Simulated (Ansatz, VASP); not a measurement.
## Two plane-wave programs on K2WF

File INCAR:

```
SYSTEM = K2WF
PREC = Accurate ; ENCUT = 600
EDIFF = 1E-6 ; ISMEAR = 0
SIGMA = 0.1 ; LREAL = .FALSE.
LASPH = .TRUE. ; NELM = 120
ALGO = Normal ; ISIF = 2
LWAVE = .FALSE. ; LCHARG = .FALSE.
GGA = PE ; NBANDS = 49
GGA_COMPAT = .FALSE.
```

File KPOINTS:

```
Automatic mesh
0
G
  6 6 2
  0 0 0
```

POSCAR

```
K2WF
1.0
    3.8307059100      0.0000000000      0.0000000000
   -1.9153529500      3.3174886300      0.0000000000
    0.0000000000      0.0000000000     13.6416190400
K W F
4 2 2
Direct
    0.6666666700      0.3333333300      0.9028959900
    0.3333333300      0.6666666700      0.0971040100
    0.3333333300      0.6666666700      0.4028959900
    0.6666666700      0.3333333300      0.5971040100
    0.0000000000      0.0000000000      0.0000000000
    0.0000000000      0.0000000000      0.5000000000
    0.3333333300      0.6666666700      0.7500000000
    0.6666666700      0.3333333300      0.2500000000
```

Input for Ansatz:

```yaml
crystal:
  lattice:
    - [3.83070591, 0.0, 0.0]
    - [-1.91535295, 3.31748863, 0.0]
    - [0.0, 0.0, 13.64161904]
  atoms:
    - { symbol: K, position: [0.66666667, 0.33333333, 0.90289599] }
    - { symbol: K, position: [0.33333333, 0.66666667, 0.09710401] }
    - { symbol: K, position: [0.33333333, 0.66666667, 0.40289599] }
    - { symbol: K, position: [0.66666667, 0.33333333, 0.59710401] }
    - { symbol: W, position: [0.0, 0.0, 0.0] }
    - { symbol: W, position: [0.0, 0.0, 0.5] }
    - { symbol: F, position: [0.33333333, 0.66666667, 0.75] }
    - { symbol: F, position: [0.66666667, 0.33333333, 0.25] }
basis:
  ecutwfc: 420
kpoints:
  mp_grid: { grid: [6, 6, 2] }
hamiltonian:
  xc: pbe
scf:
  occupations: { method: gaussian, width: 0.1 }
  lower_state_search: "off"
output:
  forces: true
  stress: true
  eigenvalues: true
```

Change from the starting cell: species swapped into the NaNiO2 type (P6_3/mmc, No. 194).

Alike in both runs: task single point; functional PBE; k mesh 6 × 6 × 2; occupations gaussian, width 0.1 eV; no spin polarisation.

|  | VASP | Ansatz |
| --- | --- | --- |
| version | VASP 6.6.1 | Ansatz 0.2.0 |
| potentials or method | VASP PAW PBE potentials, release 64 (K_sv, W_sv, F), cutoff 600 eV | scalar-relativistic, plane waves, PAW |
| valence electrons in the cell | 78 | 78 |

|  | VASP | Ansatz | Ansatz less VASP |
| --- | --- | --- | --- |
| gap on the k mesh at the Fermi level (eV) | none | none | - |
| pressure (GPa) | 15.1 | 14.4 | -0.66 |
| traceless stress, the component that is largest in VASP (GPa) | 1.48 | 1.65 | +0.169 |
| rms of the force components (eV/Å) | 2.282 | 2.237 | -0.0452 |

Atom by atom the forces differ by 0.045 eV/Å (rms over components). A gap of «none» marks a metal or a gap that the smearing closes.

Neither program's run includes spin-orbit coupling.
